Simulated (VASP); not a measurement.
# C in VASP: notebook

The runs below take C through single point, with PBE.

Program: VASP 6.6.1. These are calculated values, not measurements. Logs are shortened: lines on timing, memory, paths and dates and some standing lists are left out, and cuts for length are marked.

## Step 1: The cell of the first run

The structure is cubic, space group Fd-3m (No. 227). The conventional cell has a = 3.519 Å, b = 3.519 Å, c = 3.519 Å, α = 90.00°, β = 90.00°, γ = 90.00°. C (site symmetry -43m) has 4 C at 1.52 Å within 2.0 Å.

## Step 2: Single point, PBE

INCAR reads:

```
ALGO = Normal
EDIFF = 1E-6
ENCUT = 520
GGA = PE
ISIF = 2
ISMEAR = -1
LASPH = T
LCHARG = F
LREAL = F
LWAVE = F
NBANDS = 11
NELM = 80
PREC = Accurate
SIGMA = 0.05
```

KPOINTS reads:

```
k-points
0
Gamma
  13 13 13
```

POSCAR reads:

```
C
1.0
    0.0000000000      1.7592674508      1.7592674508
    1.7592674508      0.0000000000      1.7592674508
    1.7592674508      1.7592674508      0.0000000000
C
2
Direct
    0.7500000000      0.7500000000      0.7500000000
    0.5000000000      0.5000000000      0.5000000000
```

Potentials or basis: VASP PAW PBE potentials, release 64 (C).

Started as:

```sh
$ cat potpaw_PBE.64/C/POTCAR > POTCAR
$ mpirun -np 1 vasp_std > vasp.out
```

OUTCAR:

```text
EDIFF = 1E-6
   ENCUT = 520
   GGA = PE
   ISIF = 2
   ISMEAR = -1
   LASPH = T
   LREAL = F
   NELM = 80
   PREC = Accurate

 ion  position               nearest neighbor table
   1  0.750  0.750  0.750-   2 1.52   2 1.52   2 1.52   2 1.52
   2  0.500  0.500  0.500-   1 1.52   1 1.52   1 1.52   1 1.52

  LATTYP: Found a face centered cubic cell.
 ALAT       =     3.5185349016

  Lattice vectors:

 A1 = (   0.0000000000,   1.7592674508,   1.7592674508)
 A2 = (   1.7592674508,   0.0000000000,   1.7592674508)
 A3 = (   1.7592674508,   1.7592674508,   0.0000000000)

Analysis of symmetry for initial positions (statically):
=====================================================================
 Subroutine PRICEL returns:
 Original cell was already a primitive cell.

 Routine SETGRP: Setting up the symmetry group for a
 face centered cubic supercell.

 Subroutine GETGRP returns: Found 48 space group operations
 (whereof 24 operations were pure point group operations)
 out of a pool of 48 trial point group operations.

The static configuration has the point symmetry T_d .
 The point group associated with its full space group is O_h .

Analysis of symmetry for dynamics (positions and initial velocities):
=====================================================================
 Subroutine PRICEL returns:
 Original cell was already a primitive cell.

 Routine SETGRP: Setting up the symmetry group for a
 face centered cubic supercell.

 Subroutine GETGRP returns: Found 48 space group operations
 (whereof 24 operations were pure point group operations)
 out of a pool of 48 trial point group operations.

The dynamic configuration has the point symmetry T_d .
 The point group associated with its full space group is O_h .

 Subroutine INISYM returns: Found 48 space group operations
 (whereof 24 operations are pure point group operations),
 and found     1 'primitive' translations

----------------------------------------------------------------------------------------

                                     Primitive cell

  volume of cell :      10.8899

  direct lattice vectors                    reciprocal lattice vectors
     0.000000000  1.759267451  1.759267451    -0.284209203  0.284209203  0.284209203
     1.759267451  0.000000000  1.759267451     0.284209203 -0.284209203  0.284209203
     1.759267451  1.759267451  0.000000000     0.284209203  0.284209203 -0.284209203

  length of vectors
     2.487979889  2.487979889  2.487979889     0.492264780  0.492264780  0.492264780

[... 83 lines left out ...]
   NSW    =      0    number of steps for IOM
   IBRION =     -1    ionic relax: 0-MD 1-quasi-New 2-CG
   NFREE  =      0    steps in history (QN), initial steepest desc. (CG)
   ISIF   =      2    stress and relaxation
   ISYM   =      2    0-nonsym 1-usesym 2-fastsym
   POTIM  = 0.5000    time-step for ionic-motion
   TEBEG  =    0.0;   TEEND  =   0.0 temperature during run
   PSTRESS=    0.0 pullay stress
   NELECT =       8.0000    total number of electrons
   NUPDOWN=      -1.0000    fix difference up-down
   EMIN   =  10.00;   EMAX   =-10.00  energy-range for DOS
   EFERMI =   0.00;   METHOD = LEGACY
   ISMEAR =    -1;   SIGMA  =   0.05  broadening in eV -4-tet -1-fermi 0-gaus
   EFERMI_NEDOS =   21; number of points for ismear=-14 and -15
   IALGO  =     38    algorithm
   IMIX   =      4    mixing-type and parameters
     AMIX     =   0.40;   BMIX     =  1.00
     AMIX_MAG =   1.60;   BMIX_MAG =  1.00
  volume/ion in A,a.u.               =       5.44        36.74
  Fermi-wavevector in a.u.,A,eV,Ry     =   1.477167  2.791441 29.688220  2.182023
  Thomas-Fermi vector in A             =   2.591604
   LORBIT       =      0    0 simple, 1 ext, 2 COOP (PROOUT), +10 PAW based schemes
   GGA     = PE    functional components
   LHFCALC =     F    Hartree Fock is set to
   AEXX    =    0.0000 exact exchange contribution
   IVDW    =     0    specifies the selected vdW correction
   LEPSILON=     F    determine dielectric tensor
   LRPA    =     F    only Hartree local field effects (RPA)
 non-spin polarized calculation
  energy-cutoff  :      520.00
  volume of cell :       10.89
 maximum number of plane-waves:       304
   NGX =  9   NGY =  9   NGZ =  9

 number of electron       7.9999999 magnetization

 Free energy of the ion-electron system (eV)
  ---------------------------------------------------
  ext. energy  EPLUGINS =         0.00000000
  ---------------------------------------------------
  free energy    TOTEN  =       -18.15084128 eV

  energy without entropy =      -18.15084128  energy(sigma->0) =      -18.15084128

 E-fermi :  11.2216     XC(G=0): -13.4569

 val. band max:       10.3297157309   @ k =   0.0000   0.0000   0.0000
 cond. band min:      14.5606073611   @ k =   0.3846   0.3846   0.0000
 fundamental gap:      4.2308916303
 Fermi energy:        11.2215632908

 k-point     1 :       0.0000    0.0000    0.0000
  band No.  band energies     occupation
      1     -11.7040      2.00000
      2      10.3297      2.00000
      3      10.3297      2.00000
      4      10.3297      2.00000
      5      16.0328      0.00000
      6      16.0328      0.00000
      7      16.0328      0.00000
      8      24.6103      0.00000
      9      30.1552      0.00000
     10      37.3175      0.00000
     11      37.3175      0.00000
[... 309 lines left out ...]
 k-point    24 :       0.4615    0.1538    0.0000
  band No.  band energies     occupation
      1      -6.5288      2.00000
      2      -1.2456      2.00000
      3       5.7655      2.00000
      4       6.2699      2.00000
      5      17.5700      0.00000
      6      21.1963      0.00000
      7      21.7419      0.00000
      8      24.6430      0.00000
      9      31.4433      0.00000
     10      34.3814      0.00000
     11      37.9994      0.00000

 [... further k-points ...]
[... 5 lines left out ...]
  --------------------------------------------------------------------------------------
  -------------------------------------------------------------------------------------
  Total        1.4929446      1.4929446      1.4929446     -0.0000000     -0.0000000      0.0000000
  in kB      219.6487171    219.6487171    219.6487171     -0.0000000     -0.0000000      0.0000000
  external PRESSURE =     219.6487171 kB  Pullay stress =       0.0000000 kB

 VOLUME and BASIS-vectors are now :
 -----------------------------------------------------------------------------
  energy-cutoff  :      520.00
  volume of cell :       10.89
      direct lattice vectors                 reciprocal lattice vectors
     0.000000000  1.759267451  1.759267451    -0.284209203  0.284209203  0.284209203
     1.759267451  0.000000000  1.759267451     0.284209203 -0.284209203  0.284209203
     1.759267451  1.759267451  0.000000000     0.284209203  0.284209203 -0.284209203

 POSITION                                       TOTAL-FORCE (eV/Angst)
 -----------------------------------------------------------------------------------
      2.63890      2.63890      2.63890        -0.000000     -0.000000     -0.000000
      1.75927      1.75927      1.75927         0.000000      0.000000      0.000000
 -----------------------------------------------------------------------------------
    total drift:                                0.000000     -0.000000      0.000000

  FREE ENERGIE OF THE ION-ELECTRON SYSTEM (eV)
  ---------------------------------------------------
  free  energy   TOTEN  =       -18.1508412812 eV

  energy  without entropy=      -18.1508412812  energy(sigma->0) =      -18.15084128
```

Wall time 11 s (1 thread of AMD EPYC 7R43 (Zen 3), shared host); peak memory 0.08 GiB.

What came out:

* Free energy: -18.1508 eV
* Pressure: 22.0 GPa
* Band gap on the k mesh: 4.23 eV, indirect (least direct gap 5.70 eV)

A k mesh can miss the band edges. A hybrid or GW would open this gap; PBE tends to underestimate it.

## Step 3: Single point, PBE (atoms moved at random)

INCAR reads:

```
PREC     = Accurate       # precision mode
ENCUT    = 520            # plane-wave cutoff, eV
EDIFF    = 1E-7           # SCF threshold, eV
ISMEAR   = -1             # smearing method
SIGMA    = 0.05           # smearing width, eV
LREAL    = F              # projectors in reciprocal space
LASPH    = T              # aspherical terms in the spheres
NELM     = 80             # most SCF steps
ALGO     = Normal         # electronic algorithm
ISIF     = 2              # what is computed and relaxed
LWAVE    = F              # write WAVECAR
LCHARG   = F              # write CHGCAR
GGA      = PE             # functional
NBANDS   = 11             # bands
```

KPOINTS reads:

```
regular mesh
0
Gamma
  13 13 13
```

POSCAR reads:

```
C
1.0
    0.0000000000      1.7833700000      1.7833700000
    1.7833700000      0.0000000000      1.7833700000
    1.7833700000      1.7833700000      0.0000000000
C
2
Direct
    0.7477760000      0.7530630000      0.7541630000
    0.4892810000      0.4986030000      0.4935990000
```

Potentials or basis: VASP PAW PBE potentials, release 64 (C).

Started as:

```sh
$ cat potpaw_PBE.64/C/POTCAR > POTCAR
$ mpirun -np 1 vasp_std > vasp.out
```

Wall time 2 min (1 thread of AMD EPYC 7R43 (Zen 3), shared host); peak memory 0.17 GiB.

It converged, with:

```yaml
Free_energy: -18.1430 eV
Pressure: 3.2 GPa
Largest_force: 1.670 eV/Å
Band_gap_on_the_k_mesh: 3.23 eV, indirect (least direct gap 3.98 eV)
```

Forces in eV/Å, atoms in the order of the input:
```
C   -0.902 -1.189 -0.750
C    0.902  1.189  0.750
```

Stress tensor (GPa, compression positive):
```
 3.25 -0.42 -1.11
-0.42  3.15 -0.67
-1.11 -0.67  3.30
```

Levels at points of the mesh, in eV from the valence-band top:
| k point | band 1 | band 2 | band 3 | band 4 | band 5 | band 6 | band 7 | band 8 | band 9 |
| --- | --- | --- | --- | --- | --- | --- | --- | --- | --- |
| (0.00, 0.00, 0.00) | -22.35 | -1.39 | -1.19 | 0.00 | 3.98 | 4.99 | 5.18 | 12.45 | 18.40 |

Caveat: the cell differs from its parent crystal (atoms moved at random); forces of over 1 eV/Å act on the atoms, so gaps and moduli don't describe the material at rest.
